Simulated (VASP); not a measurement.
# NaCl (Pm-3m) in VASP: notebook

Aim: see how the results for NaCl move with the level of theory and the settings. Levels: PBEsol, BLYP+D3(BJ), BLYP+D4. Tasks: single point, relaxation of cell and atoms.

Program: VASP 6.6.1. These are calculated values, not measurements. Logs are shortened: lines on timing, memory, paths and dates and some standing lists are left out, and cuts for length are marked.

**1. The cell of the first run**

The structure is cubic, space group Pm-3m (No. 221). Conventional cell: a = 3.525 Å, b = 3.525 Å, c = 3.525 Å, α = 90.00°, β = 90.00°, γ = 90.00°. Within 4.0 Å of Cl (site symmetry m-3m) lie 8 Na at 3.05 Å and 6 Cl at 3.53 Å. Within 4.0 Å of Na (site symmetry m-3m) lie 8 Cl at 3.05 Å and 6 Na at 3.53 Å.

**2. Single point, PBEsol (volume scaled by 1.02)**

INCAR

```
PREC = Accurate
ENCUT = 520
EDIFF = 1E-6
ISMEAR = -1
SIGMA = 0.05
LREAL = F
LASPH = T
NELM = 60
ALGO = Normal
ISIF = 2
LWAVE = F
LCHARG = F
GGA = PS
NBANDS = 14
```

KPOINTS

```
Automatic mesh
0
Gamma
  8 8 8
```

POSCAR

```
NaCl
1.0
    3.5253839872      0.0000000000      0.0000000000
    0.0000000000      3.5253839872      0.0000000000
    0.0000000000      0.0000000000      3.5253839872
Cl Na
1 1
Direct
    0.5000000000      0.5000000000      0.5000000000
    0.0000000000      0.0000000000      0.0000000000
```

Potentials or basis: VASP PAW PBE potentials, release 64 (Cl, Na_pv).

The run is started by

```
cat potpaw_PBE.64/Cl/POTCAR potpaw_PBE.64/Na_pv/POTCAR > POTCAR
mpirun -np 1 vasp_std > vasp.out
```

OUTCAR:

```text
PREC = Accurate
   ENCUT = 520
   EDIFF = 1E-6
   ISMEAR = -1
   LREAL = F
   LASPH = T
   NELM = 60
   ISIF = 2
   GGA = PS

 ion  position               nearest neighbor table
   1  0.500  0.500  0.500-
   2  0.000  0.000  0.000-

  LATTYP: Found a simple cubic cell.
 ALAT       =     3.5253839872

  Lattice vectors:

 A1 = (   3.5253839872,   0.0000000000,   0.0000000000)
 A2 = (   0.0000000000,   3.5253839872,   0.0000000000)
 A3 = (   0.0000000000,   0.0000000000,   3.5253839872)

Analysis of symmetry for initial positions (statically):
=====================================================================
 Subroutine PRICEL returns:
 Original cell was already a primitive cell.

 Routine SETGRP: Setting up the symmetry group for a
 simple cubic supercell.

 Subroutine GETGRP returns: Found 48 space group operations
 (whereof 48 operations were pure point group operations)
 out of a pool of 48 trial point group operations.

The static configuration has the point symmetry O_h .

Analysis of symmetry for dynamics (positions and initial velocities):
=====================================================================
 Subroutine PRICEL returns:
 Original cell was already a primitive cell.

 Routine SETGRP: Setting up the symmetry group for a
 simple cubic supercell.

 Subroutine GETGRP returns: Found 48 space group operations
 (whereof 48 operations were pure point group operations)
 out of a pool of 48 trial point group operations.

The dynamic configuration has the point symmetry O_h .

 Subroutine INISYM returns: Found 48 space group operations
 (whereof 48 operations are pure point group operations),
 and found     1 'primitive' translations

----------------------------------------------------------------------------------------

                                     Primitive cell

  volume of cell :      43.8146

  direct lattice vectors                    reciprocal lattice vectors
     3.525383987  0.000000000  0.000000000     0.283657044  0.000000000  0.000000000
     0.000000000  3.525383987  0.000000000     0.000000000  0.283657044  0.000000000
     0.000000000  0.000000000  3.525383987     0.000000000  0.000000000  0.283657044

  length of vectors
     3.525383987  3.525383987  3.525383987     0.283657044  0.283657044  0.283657044

  position of ions in fractional coordinates (direct lattice)
[... 81 lines left out ...]
   EDIFFG = 0.1E-04   stopping-criterion for IOM
   NSW    =      0    number of steps for IOM
   IBRION =     -1    ionic relax: 0-MD 1-quasi-New 2-CG
   NFREE  =      0    steps in history (QN), initial steepest desc. (CG)
   ISIF   =      2    stress and relaxation
   ISYM   =      2    0-nonsym 1-usesym 2-fastsym
   POTIM  = 0.5000    time-step for ionic-motion
   TEBEG  =    0.0;   TEEND  =   0.0 temperature during run
   PSTRESS=    0.0 pullay stress
   NELECT =      14.0000    total number of electrons
   NUPDOWN=      -1.0000    fix difference up-down
   EMIN   =  10.00;   EMAX   =-10.00  energy-range for DOS
   EFERMI =   0.00;   METHOD = LEGACY
   ISMEAR =    -1;   SIGMA  =   0.05  broadening in eV -4-tet -1-fermi 0-gaus
   EFERMI_NEDOS =   21; number of points for ismear=-14 and -15
   IALGO  =     38    algorithm
   IMIX   =      4    mixing-type and parameters
     AMIX     =   0.40;   BMIX     =  1.00
     AMIX_MAG =   1.60;   BMIX_MAG =  1.00
  volume/ion in A,a.u.               =      21.91       147.84
  Fermi-wavevector in a.u.,A,eV,Ry     =   1.119209  2.114998 17.043041  1.252628
  Thomas-Fermi vector in A             =   2.255846
   LORBIT       =      0    0 simple, 1 ext, 2 COOP (PROOUT), +10 PAW based schemes
   GGA     = PS    functional components
   LHFCALC =     F    Hartree Fock is set to
   AEXX    =    0.0000 exact exchange contribution
   IVDW    =     0    specifies the selected vdW correction
   LEPSILON=     F    determine dielectric tensor
   LRPA    =     F    only Hartree local field effects (RPA)
 non-spin polarized calculation
  energy-cutoff  :      520.00
  volume of cell :       43.81
 maximum number of plane-waves:      1208
 NGX is ok and might be reduce to    28
   NGX = 13   NGY = 13   NGZ = 13

 number of electron      13.9999980 magnetization

 Free energy of the ion-electron system (eV)
  ---------------------------------------------------
  ext. energy  EPLUGINS =         0.00000000
  ---------------------------------------------------
  free energy    TOTEN  =        -6.71534777 eV

  energy without entropy =       -6.71534777  energy(sigma->0) =       -6.71534777

 E-fermi :   1.3332     XC(G=0):  -8.4982

 val. band max:        0.2360482349   @ k =   0.5000   0.5000   0.0000
 cond. band min:       4.0116462530   @ k =   0.0000   0.0000   0.0000
 fundamental gap:      3.7755980181
 Fermi energy:         1.3331895221

 k-point     1 :       0.0000    0.0000    0.0000
  band No.  band energies     occupation
      1     -21.6683      2.00000
      2     -21.6683      2.00000
      3     -21.6683      2.00000
      4     -13.0666      2.00000
      5      -0.2481      2.00000
      6      -0.2481      2.00000
      7      -0.2481      2.00000
      8       4.0116      0.00000
      9       8.6663      0.00000
     10       8.6663      0.00000
     11      15.6376      0.00000
     12      15.6377      0.00000
     13      15.6381      0.00000
     14      16.0766      0.00000
[... 377 lines left out ...]
      1     -21.6994      2.00000
      2     -21.6933      2.00000
      3     -21.6670      2.00000
      4     -12.4659      2.00000
      5      -2.0536      2.00000
      6      -1.7086      2.00000
      7      -0.1301      2.00000
      8       6.1939      0.00000
      9       9.4171      0.00000
     10       9.7931      0.00000
     11      11.1454      0.00000
     12      13.5852      0.00000
     13      13.5881      0.00000
     14      16.4169      0.00000

 [... further k-points ...]
[... 5 lines left out ...]
  --------------------------------------------------------------------------------------
  -------------------------------------------------------------------------------------
  Total       -0.4522868     -0.4522868     -0.4522868     -0.0000000      0.0000000     -0.0000000
  in kB      -16.5388446    -16.5388446    -16.5388446     -0.0000000      0.0000000     -0.0000000
  external PRESSURE =     -16.5388446 kB  Pullay stress =       0.0000000 kB

 VOLUME and BASIS-vectors are now :
 -----------------------------------------------------------------------------
  energy-cutoff  :      520.00
  volume of cell :       43.81
      direct lattice vectors                 reciprocal lattice vectors
     3.525383987  0.000000000  0.000000000     0.283657044  0.000000000  0.000000000
     0.000000000  3.525383987  0.000000000     0.000000000  0.283657044  0.000000000
     0.000000000  0.000000000  3.525383987     0.000000000  0.000000000  0.283657044

 POSITION                                       TOTAL-FORCE (eV/Angst)
 -----------------------------------------------------------------------------------
      1.76269      1.76269      1.76269         0.000000      0.000000      0.000000
      0.00000      0.00000      0.00000         0.000000      0.000000      0.000000
 -----------------------------------------------------------------------------------
    total drift:                               -0.000000      0.000000      0.000000

  FREE ENERGIE OF THE ION-ELECTRON SYSTEM (eV)
  ---------------------------------------------------
  free  energy   TOTEN  =        -6.7153477745 eV

  energy  without entropy=       -6.7153477745  energy(sigma->0) =       -6.71534777
```

stdout:

```text
POSCAR found type information on POSCAR ClNa
 POSCAR found :  2 types and       2 ions
 scaLAPACK will be used
 -----------------------------------------------------------------------------
|                                                                             |
|                                                                             |
|     You enforced a specific xc type in the INCAR file but a different       |
|     I HOPE YOU KNOW WHAT YOU ARE DOING!                                     |
|                                                                             |
 -----------------------------------------------------------------------------

 LDA part: xc-table for (Slater+PW92), standard interpolation
 POSCAR, INCAR and KPOINTS ok, starting setup
 FFT: planning ... GRIDC
 FFT: planning ... GRID_SOFT
 FFT: planning ... GRID
 WAVECAR not read
 entering main loop
```

Run time: 14 s. Hardware: 1 thread of Intel Xeon 6975P-C, shared host; peak memory 0.16 GiB.

What came out:

```yaml
Free_energy: -6.7153 eV
Pressure: -1.7 GPa
Band_gap_on_the_k_mesh: 3.78 eV, indirect (least direct gap 4.26 eV)
```

Levels at points of the mesh, in eV from the valence-band top:
| k point | band 4 | band 5 | band 6 | band 7 | band 8 | band 9 | band 10 | band 11 |
| --- | --- | --- | --- | --- | --- | --- | --- | --- |
| (0.00, 0.00, 0.00) | -13.30 | -0.48 | -0.48 | -0.48 | 3.78 | 8.43 | 8.43 | 15.40 |
| (0.50, 0.00, 0.00) | -12.96 | -2.91 | -0.25 | -0.25 | 6.68 | 8.36 | 10.38 | 11.72 |
| (0.50, 0.50, 0.00) | -12.70 | -2.24 | -2.24 | 0.00 | 5.43 | 9.69 | 10.74 | 10.74 |
| (0.50, 0.50, 0.50) | -12.44 | -1.82 | -1.82 | -1.82 | 6.97 | 6.97 | 6.97 | 11.51 |

Caveat: the cell differs from its parent crystal (volume scaled by 1.02); the PAW data sets were made with another functional, which shifts forces and pressure a little. A k mesh can miss the band edges.

**3. Relaxation of cell and atoms, BLYP+D3(BJ)**

This run uses another cell than the first one, of 21.48 Å³/atom, 0.980 times its volume.

INCAR

```
PREC = Accurate
ENCUT = 600
EDIFF = 1E-7
ISMEAR = -1
SIGMA = 0.05
LREAL = F
LASPH = T
NELM = 60
ALGO = Normal
ISIF = 3
LWAVE = F
LCHARG = F
GGA = B5
ALDAX = 1.0
AGGAX = 1.0
AGGAC = 1.0
ALDAC = 0.0
IVDW = 12
VDW_S6 = 1.0
VDW_S8 = 2.6996
VDW_A1 = 0.4298
VDW_A2 = 4.2359
IBRION = 2
NSW = 60
EDIFFG = -0.01
```

KPOINTS is that of step 2.

POSCAR

```
NaCl
1.0
    3.5021900000      0.0000000000      0.0000000000
    0.0000000000      3.5021900000      0.0000000000
    0.0000000000      0.0000000000      3.5021900000
Cl Na
1 1
Direct
    0.5000000000      0.5000000000      0.5000000000
    0.0000000000      0.0000000000      0.0000000000
```

Potentials or basis: VASP PAW PBE potentials, release 64 (Cl, Na_pv).

The run is started by

```
cat potpaw_PBE.64/Cl/POTCAR potpaw_PBE.64/Na_pv/POTCAR > POTCAR
mpirun -np 1 vasp_std > vasp.out
```

Wall time 52 s (1 thread of Intel Xeon 6975P-C, shared host); peak memory 0.17 GiB.

Results (log left out):

| Item | Value |
| --- | --- |
| Free energy | -7.0857 eV |
| Relaxed volume | 19.55 Å³/atom |
| Relaxed cell | a = 3.394 Å, b = 3.394 Å, c = 3.394 Å, α = 90.00°, β = 90.00°, γ = 90.00° |
| Space group after relaxing (to 0.05 Å) | Pm-3m (No. 221) |
| Energy gained by relaxing | 15.9 meV/atom |
| Ionic steps | 3 |
| Pressure after relaxing | 0.1 GPa |
| Band gap on the k mesh | 4.40 eV, indirect (least direct gap 4.97 eV) |
| Dispersion energy per atom | -0.555 eV |

The path:
```
step  energy change (eV)  largest force (eV/Å)  pressure (GPa)  volume (Å³)
   1              0.0000                0.0000           -2.51        42.96
   2             -0.0247                0.0000           -1.31        40.89
   3             -0.0318                0.0000            0.07        39.10
```

Final structure:
```cif
data_structure
_symmetry_space_group_name_H-M 'P 1'
_symmetry_Int_Tables_number 1
_cell_length_a 3.3940
_cell_length_b 3.3940
_cell_length_c 3.3940
_cell_angle_alpha 90.000
_cell_angle_beta 90.000
_cell_angle_gamma 90.000
_cell_volume 39.10
loop_
_atom_site_label
_atom_site_type_symbol
_atom_site_fract_x
_atom_site_fract_y
_atom_site_fract_z
_atom_site_occupancy
Cl1 Cl 0.50000 0.50000 0.50000 1
Na1 Na 0.00000 0.00000 0.00000 1
```

Levels at points of the mesh, in eV from the valence-band top:
```tsv
k point	band 4	band 5	band 6	band 7	band 8	band 9	band 10	band 11
(0.00, 0.00, 0.00)	-13.69	-0.57	-0.57	-0.57	4.40	8.60	8.60	16.20
(0.50, 0.00, 0.00)	-13.23	-3.34	-0.30	-0.30	7.34	9.26	10.54	12.05
(0.50, 0.50, 0.00)	-12.90	-2.58	-2.58	0.00	5.57	10.14	11.80	11.80
(0.50, 0.50, 0.50)	-12.56	-2.13	-2.13	-2.13	7.22	7.22	7.22	12.24
```

Caveat: the PAW data sets were made with another functional, which shifts forces and pressure a little.

(Continued in part 2 of 2.)
